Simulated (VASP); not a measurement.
# MgGa15N16 (a cell with a defect) in VASP: electric field gradients with PBE

Aim: the electric field gradients of MgGa15N16 (a cell with a defect) with PBE.

Everything below comes from runs of VASP 6.6.1. Logs are shortened: lines on timing, memory, paths and dates and some standing lists are left out, and cuts for length are marked.

**1. The cell of the first run**

The cell holds a defect, 32 atoms: a = 6.360 Å, b = 6.360 Å, c = 10.332 Å, α = 90.00°, β = 90.00°, γ = 120.00°.

**2. Electric field gradients, PBE**

INCAR reads:

```
SYSTEM = MgGa15N16
PREC = Accurate
ENCUT = 520
EDIFF = 1E-8
ISMEAR = -1
SIGMA = 0.01
LREAL = Auto
LASPH = .True.
NELM = 100
ALGO = Normal
ISIF = 2
LWAVE = .False.
LCHARG = .False.
GGA = PE
LEFG = .True.
NELECT = 278.0
NBANDS = 160
```

KPOINTS reads:

```
Automatic mesh
0
Gamma
  4 4 2
  0 0 0
```

POSCAR reads:

```
MgGa15N16
1.0
    6.3600000000      0.0000000000      0.0000000000
   -3.1800000000      5.5079215680      0.0000000000
    0.0000000000      0.0000000000     10.3320000000
Mg Ga N
1 15 16
Direct
    0.1666666666      0.3333333334      0.0000000000
    0.1666666666      0.3333333334      0.5000000000
    0.1666666666      0.8333333334      0.0000000000
    0.1666666666      0.8333333334      0.5000000000
    0.6666666666      0.3333333334      0.0000000000
    0.6666666666      0.3333333334      0.5000000000
    0.6666666666      0.8333333334      0.0000000000
    0.6666666666      0.8333333334      0.5000000000
    0.3333333334      0.1666666666      0.2500000000
    0.3333333334      0.1666666666      0.7500000000
    0.3333333334      0.6666666666      0.2500000000
    0.3333333334      0.6666666666      0.7500000000
    0.8333333334      0.1666666666      0.2500000000
    0.8333333334      0.1666666666      0.7500000000
    0.8333333334      0.6666666666      0.2500000000
    0.8333333334      0.6666666666      0.7500000000
    0.1666666666      0.3333333334      0.1875000000
    0.1666666666      0.3333333334      0.6875000000
    0.1666666666      0.8333333334      0.1875000000
    0.1666666666      0.8333333334      0.6875000000
    0.6666666666      0.3333333334      0.1875000000
    0.6666666666      0.3333333334      0.6875000000
    0.6666666666      0.8333333334      0.1875000000
    0.6666666666      0.8333333334      0.6875000000
    0.3333333334      0.1666666666      0.4375000000
    0.3333333334      0.1666666666      0.9375000000
    0.3333333334      0.6666666666      0.4375000000
    0.3333333334      0.6666666666      0.9375000000
    0.8333333334      0.1666666666      0.4375000000
    0.8333333334      0.1666666666      0.9375000000
    0.8333333334      0.6666666666      0.4375000000
    0.8333333334      0.6666666666      0.9375000000
```

Potentials or basis: VASP PAW PBE potentials, release 64 (Mg, Ga_d, N).

Started as:

```
$ cat potpaw_PBE.64/Mg/POTCAR potpaw_PBE.64/Ga_d/POTCAR potpaw_PBE.64/N/POTCAR > POTCAR
$ mpirun -np 1 vasp_std > vasp.out
```

OUTCAR:

```text
SYSTEM = MgGa15N16
   PREC = Accurate
   ENCUT = 520
   EDIFF = 1E-8
   ISMEAR = -1
   LREAL = Auto
   LASPH = .True.
   NELM = 100
   ISIF = 2
   GGA = PE
   NELECT = 278.0

 ion  position               nearest neighbor table
   1  0.167  0.333  0.000-  17 1.94  28 1.95  30 1.95  26 1.95  11 3.17  12 3.17  13 3.17  14 3.17
                             9 3.17  10 3.17   3 3.18   7 3.18   3 3.18   7 3.18   5 3.18   5 3.18
   2  0.167  0.333  0.500-  18 1.94  27 1.95  29 1.95  25 1.95
   3  0.167  0.833  0.000-  19 1.94  26 1.95  32 1.95  28 1.95   1 3.18   1 3.18
   4  0.167  0.833  0.500-  20 1.94  25 1.95  31 1.95  27 1.95
   5  0.667  0.333  0.000-  21 1.94  32 1.95  26 1.95  30 1.95   1 3.18   1 3.18
   6  0.667  0.333  0.500-  22 1.94  31 1.95  25 1.95  29 1.95
   7  0.667  0.833  0.000-  23 1.94  30 1.95  28 1.95  32 1.95   1 3.18   1 3.18
   8  0.667  0.833  0.500-  24 1.94  29 1.95  27 1.95  31 1.95
   9  0.333  0.167  0.250-  25 1.94  19 1.95  21 1.95  17 1.95   1 3.17
  10  0.333  0.167  0.750-  26 1.94  20 1.95  22 1.95  18 1.95   1 3.17
  11  0.333  0.667  0.250-  27 1.94  17 1.95  23 1.95  19 1.95   1 3.17
  12  0.333  0.667  0.750-  28 1.94  18 1.95  24 1.95  20 1.95   1 3.17
  13  0.833  0.167  0.250-  29 1.94  23 1.95  17 1.95  21 1.95   1 3.17
  14  0.833  0.167  0.750-  30 1.94  24 1.95  18 1.95  22 1.95   1 3.17
  15  0.833  0.667  0.250-  31 1.94  21 1.95  19 1.95  23 1.95
  16  0.833  0.667  0.750-  32 1.94  22 1.95  20 1.95  24 1.95
  17  0.167  0.333  0.188-   1 1.94  11 1.95  13 1.95   9 1.95
  18  0.167  0.333  0.688-   2 1.94  12 1.95  14 1.95  10 1.95
  19  0.167  0.833  0.188-   3 1.94   9 1.95  15 1.95  11 1.95
  20  0.167  0.833  0.688-   4 1.94  10 1.95  16 1.95  12 1.95
[... 10 lines left out ...]
  31  0.833  0.667  0.438-  15 1.94   6 1.95   4 1.95   8 1.95
  32  0.833  0.667  0.938-  16 1.94   5 1.95   3 1.95   7 1.95

  LATTYP: Found a hexagonal cell.
 ALAT       =     6.3600000000
 C/A-ratio  =     1.6245283019

  Lattice vectors:

 A1 = (   6.3600000000,   0.0000000000,   0.0000000000)
 A2 = (  -3.1800000000,   5.5079215680,   0.0000000000)
 A3 = (   0.0000000000,   0.0000000000,  10.3320000000)

Analysis of symmetry for initial positions (statically):
=====================================================================
 Subroutine PRICEL returns:
 Original cell was already a primitive cell.

 Routine SETGRP: Setting up the symmetry group for a
 hexagonal supercell.

 Subroutine GETGRP returns: Found  6 space group operations
 (whereof  2 operations were pure point group operations)
 out of a pool of 24 trial point group operations.

The static configuration has the point symmetry C_1h.
 The point group associated with its full space group is C_3v.

Analysis of symmetry for dynamics (positions and initial velocities):
=====================================================================
 Subroutine PRICEL returns:
 Original cell was already a primitive cell.

 Routine SETGRP: Setting up the symmetry group for a
 hexagonal supercell.

 Subroutine GETGRP returns: Found  6 space group operations
 (whereof  2 operations were pure point group operations)
 out of a pool of 24 trial point group operations.

The dynamic configuration has the point symmetry C_1h.
 The point group associated with its full space group is C_3v.

 Subroutine INISYM returns: Found  6 space group operations
 (whereof  2 operations are pure point group operations),
 and found     1 'primitive' translations

----------------------------------------------------------------------------------------

                                     Primitive cell

  volume of cell :     361.9339

  direct lattice vectors                    reciprocal lattice vectors
     6.360000000  0.000000000  0.000000000     0.157232704  0.090778344  0.000000000
    -3.180000000  5.507921568  0.000000000     0.000000000  0.181556688  0.000000000
     0.000000000  0.000000000 10.332000000     0.000000000  0.000000000  0.096786682

  length of vectors
     6.360000000  6.360000000 10.332000000     0.181556688  0.181556688  0.096786682

  position of ions in fractional coordinates (direct lattice)
     0.166666667  0.333333333  0.000000000
     0.166666667  0.333333333  0.500000000
[... 130 lines left out ...]
   PSTRESS=    0.0 pullay stress
   NELECT =     278.0000    total number of electrons
   NUPDOWN=      -1.0000    fix difference up-down
   EMIN   =  10.00;   EMAX   =-10.00  energy-range for DOS
   EFERMI =   0.00;   METHOD = LEGACY
   ISMEAR =    -1;   SIGMA  =   0.01  broadening in eV -4-tet -1-fermi 0-gaus
   EFERMI_NEDOS =   21; number of points for ismear=-14 and -15
   IALGO  =     38    algorithm
   IMIX   =      4    mixing-type and parameters
     AMIX     =   0.40;   BMIX     =  1.00
     AMIX_MAG =   1.60;   BMIX_MAG =  1.00
  volume/ion in A,a.u.               =      11.31        76.33
  Fermi-wavevector in a.u.,A,eV,Ry     =   1.499271  2.833211 30.583341  2.247812
  Thomas-Fermi vector in A             =   2.610922
   LORBIT       =      0    0 simple, 1 ext, 2 COOP (PROOUT), +10 PAW based schemes
   GGA     = PE    functional components
   LHFCALC =     F    Hartree Fock is set to
   AEXX    =    0.0000 exact exchange contribution
   IVDW    =     0    specifies the selected vdW correction
   LEPSILON=     F    determine dielectric tensor
   LRPA    =     F    only Hartree local field effects (RPA)
 non-spin polarized calculation
  energy-cutoff  :      520.00
  volume of cell :      361.93
 maximum number of plane-waves:      9768
 NGX is ok and might be reduce to    48
   NGX = 23   NGY = 23   NGZ = 39

 number of electron     278.0000017 magnetization

 Free energy of the ion-electron system (eV)
  ---------------------------------------------------
  ext. energy  EPLUGINS =         0.00000000
  ---------------------------------------------------
  free energy    TOTEN  =      -186.22318968 eV

  energy without entropy =     -186.22318968  energy(sigma->0) =     -186.22318968

 E-fermi :   5.9503     XC(G=0): -11.6617

 val. band max:        5.6850893831   @ k =   0.0000   0.0000   0.0000
 cond. band min:       7.2873004015   @ k =   0.0000   0.0000   0.0000
 fundamental gap:      1.6022110185
 Fermi energy:         5.9502672511

 k-point     1 :       0.0000    0.0000    0.0000
  band No.  band energies     occupation
      1     -10.9070      2.00000
      2     -10.3326      2.00000
      3     -10.1819      2.00000
      4     -10.1056      2.00000
      5     -10.0817      2.00000
      6     -10.0817      2.00000
[... 1221 lines left out ...]
    150      11.6779      0.00000
    151      11.7428      0.00000
 [bands above 151 left out]

------------------------ aborting loop because EDIFF is reached ----------------------------------------

  FORCE on cell =-STRESS in cart. coord.  units (eV):
  Direction    XX          YY          ZZ          XY          YZ          ZX
  --------------------------------------------------------------------------------------
  -------------------------------------------------------------------------------------
  Total       27.9831809     27.9831809     32.0316852      0.0000000      0.0000000      0.0000000
  in kB      123.8734982    123.8734982    141.7950629      0.0000000      0.0000000      0.0000000
  external PRESSURE =     129.8473531 kB  Pullay stress =       0.0000000 kB

 VOLUME and BASIS-vectors are now :
 -----------------------------------------------------------------------------
  energy-cutoff  :      520.00
  volume of cell :      361.93
      direct lattice vectors                 reciprocal lattice vectors
     6.360000000  0.000000000  0.000000000     0.157232704  0.090778344  0.000000000
    -3.180000000  5.507921568  0.000000000     0.000000000  0.181556688  0.000000000
     0.000000000  0.000000000 10.332000000     0.000000000  0.000000000  0.096786682

 POSITION                                       TOTAL-FORCE (eV/Angst)
 -----------------------------------------------------------------------------------
     -0.00000      1.83597      0.00000        -0.000000     -0.000000     -0.351856
     -0.00000      1.83597      5.16600        -0.000000     -0.000000     -0.135285
     -1.59000      4.58993      0.00000         0.602483      0.347844     -0.782295
     -1.59000      4.58993      5.16600         0.040864      0.023593      0.015751
      3.18000      1.83597      0.00000        -0.000000     -0.695688     -0.782295
      3.18000      1.83597      5.16600        -0.000000     -0.047186      0.015751
[... 24 lines left out ...]
      3.18000      3.67195      4.52025        -0.000000     -0.000000      0.141867
      3.18000      3.67195      9.68625        -0.000000     -0.000000      0.097257
 -----------------------------------------------------------------------------------
    total drift:                               -0.000008     -0.000006     -0.004362

  FREE ENERGIE OF THE ION-ELECTRON SYSTEM (eV)
  ---------------------------------------------------
  free  energy   TOTEN  =      -186.2231896820 eV

  energy  without entropy=     -186.2231896820  energy(sigma->0) =     -186.22318968

 Electric field gradients (V/A^2)
---------------------------------------------------------------------
 ion       V_xx      V_yy      V_zz      V_xy      V_xz      V_yz
---------------------------------------------------------------------
   1      -0.409    -0.412     0.821    -0.002    -0.000     0.000
   2       3.556     3.561    -7.117     0.004    -0.000     0.000
   3      -2.828    -8.403    11.231     4.838     7.302     4.216
   4       3.549     3.054    -6.603     0.436     0.795     0.459
   5     -11.199    -0.032    11.231     0.005    -0.000    -8.432
   6       2.800     3.803    -6.603     0.004    -0.000    -0.918
[... 24 lines left out ...]
  31       0.758     0.757    -1.515    -0.001     0.000    -0.000
  32      -3.879    -3.880     7.759    -0.001     0.000    -0.000
---------------------------------------------------------------------

 Electric field gradients after diagonalization (V/A^2)
 (convention: |V_zz| > |V_xx| > |V_yy|)
----------------------------------------------------------------------
 ion       V_xx      V_yy      V_zz     asymmetry (V_yy - V_xx)/ V_zz
----------------------------------------------------------------------
   1      -0.413    -0.408     0.821       0.005
   2       3.563     3.554    -7.117       0.001
   3     -11.199    -4.540    15.739       0.423
   4       3.883     2.800    -6.684       0.162
   5     -11.199    -4.540    15.739       0.423
   6       3.883     2.800    -6.684       0.162
[... 24 lines left out ...]
  31       0.759     0.757    -1.515       0.002
  32      -3.881    -3.878     7.759       0.000
----------------------------------------------------------------------

           NMR quadrupolar parameters

 Cq : quadrupolar parameter    Cq=e*Q*V_zz/h
 eta: asymmetry parameters     (V_yy - V_xx)/ V_zz
 Q  : nuclear electric quadrupole moment in mb (millibarn)
----------------------------------------------------------------------
 ion       Cq(MHz)       eta       Q (mb)
----------------------------------------------------------------------
   1       0.002       0.005       1.000
   2      -0.017       0.001       1.000
   3       0.038       0.423       1.000
   4      -0.016       0.162       1.000
   5       0.038       0.423       1.000
   6      -0.016       0.162       1.000
[... 24 lines left out ...]
  31      -0.004       0.002       1.000
  32       0.019       0.000       1.000
----------------------------------------------------------------------
```

Run time: 29 min. Hardware: 1 thread of Intel Xeon Platinum 8375C at 2.90GHz (Ice Lake), shared host; peak memory 0.61 GiB.

What came out:

* Free energy: -186.2232 eV
* Largest force: 1.887 eV/Å

Forces in eV/Å, atoms in the order of the input:
```
Mg   0.000  0.000 -0.352
Ga   0.000  0.000 -0.135
Ga   0.602  0.348 -0.782
Ga   0.041  0.024  0.016
Ga   0.000 -0.696 -0.782
Ga   0.000 -0.047  0.016
Ga  -0.602  0.348 -0.782
Ga  -0.041  0.024  0.016
Ga  -0.533  0.308 -0.636
Ga   0.076 -0.044  0.923
Ga   0.000 -0.615 -0.636
Ga   0.000  0.088  0.923
Ga   0.533  0.308 -0.636
Ga  -0.076 -0.044  0.923
Ga   0.000  0.000 -0.400
Ga   0.000  0.000  0.229
N    0.000  0.000  1.887
N    0.000  0.000 -0.380
N   -0.051 -0.029  0.524
N   -0.113 -0.065 -0.327
N    0.000  0.059  0.524
N    0.000  0.130 -0.327
N    0.051 -0.029  0.524
N    0.113 -0.065 -0.327
N    0.113 -0.065  0.326
N    0.982 -0.567 -0.406
N    0.000  0.130  0.326
N    0.000  1.134 -0.406
N   -0.113 -0.065  0.326
N   -0.982 -0.567 -0.406
N    0.000  0.000  0.142
N    0.000  0.000  0.097
```

Electric field gradients, principal values (V/Å²):
```csv
atom,least,middle,greatest (by size)
1 Mg,-0.408,-0.413,0.821
2 Ga,3.554,3.563,-7.117
3 Ga,-4.540,-11.199,15.739
4 Ga,2.800,3.883,-6.684
5 Ga,-4.540,-11.199,15.739
6 Ga,2.800,3.883,-6.684
7 Ga,-4.546,-11.191,15.737
8 Ga,2.807,3.876,-6.684
9 Ga,4.577,6.764,-11.340
10 Ga,8.189,11.601,-19.790
11 Ga,4.570,6.764,-11.334
12 Ga,8.195,11.595,-19.790
13 Ga,4.570,6.764,-11.334
14 Ga,8.195,11.595,-19.790
15 Ga,-1.783,-1.792,3.574
16 Ga,4.100,4.109,-8.209
17 N,19.816,19.818,-39.633
18 N,-0.289,-0.291,0.580
19 N,-1.127,-2.026,3.153
20 N,-0.792,-1.513,2.306
21 N,-1.127,-2.026,3.153
22 N,-0.792,-1.513,2.306
23 N,-1.127,-2.028,3.155
24 N,-0.794,-1.512,2.306
25 N,1.333,2.444,-3.778
26 N,20.144,27.231,-47.375
27 N,1.332,2.446,-3.778
28 N,20.146,27.231,-47.377
29 N,1.332,2.446,-3.778
30 N,20.146,27.231,-47.377
31 N,0.757,0.759,-1.515
32 N,-3.878,-3.881,7.759
```

Caveat: the cell carries a net charge on a neutralising background, which shifts energy and pressure; the cell is charged against a uniform background, so pressure and absolute levels hang on convention; without QUAD_EFG the Cq values of the log hold for a quadrupole moment of 1 mb, not for the nuclei.
